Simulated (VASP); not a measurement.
A run of VASP 6.6.1 is set up as follows.

The input INCAR:

```
SYSTEM = Sc
PREC = Accurate ; ENCUT = 520
EDIFF = 1E-7 ; ISMEAR = 0
SIGMA = 0.1 ; LREAL = .False.
LASPH = .True. ; NELM = 100
ALGO = Fast ; ISIF = 2
LWAVE = .False. ; LCHARG = .False.
GGA = PE ; NBANDS = 18
```

KPOINTS

```
Automatic mesh
0
Gamma
  14 12 10
  0 0 0
```

Contents of POSCAR:

```
Sc
1.0
    3.5461674268      0.0000000000     -0.0958859879
    0.0000000000      3.8713576802      0.0000000000
   -1.8523617832      0.0000000000      4.6368968488
Sc
2
Direct
    0.8606482702      0.2500000000      0.2223569484
    0.1393517298      0.7500000000      0.7776430516
```

Potentials or basis: VASP PAW PBE potentials, release 64 (Sc_sv).

The run is started by

```console
$ cat potpaw_PBE.64/Sc_sv/POTCAR > POTCAR
$ mpirun -np 1 vasp_std > vasp.out
```

Problem. Predict the largest force.

Solution. 0.506 eV/Å.

Problem. What does it give for the pressure?

Solution. -6.5 GPa.

Problem. Estimate the band gap on the k mesh.

Solution. Zero (bands 11 and 12 overlap by 0.56 eV).

Stress tensor (GPa, compression positive):
```
-8.51  0.00  0.71
 0.00 -7.52  0.00
 0.71  0.00 -3.60
```

Caveat: the cell differs from its parent crystal (Ga replaced by Sc, lengths x 1.236, strained); the cell stands under tension.
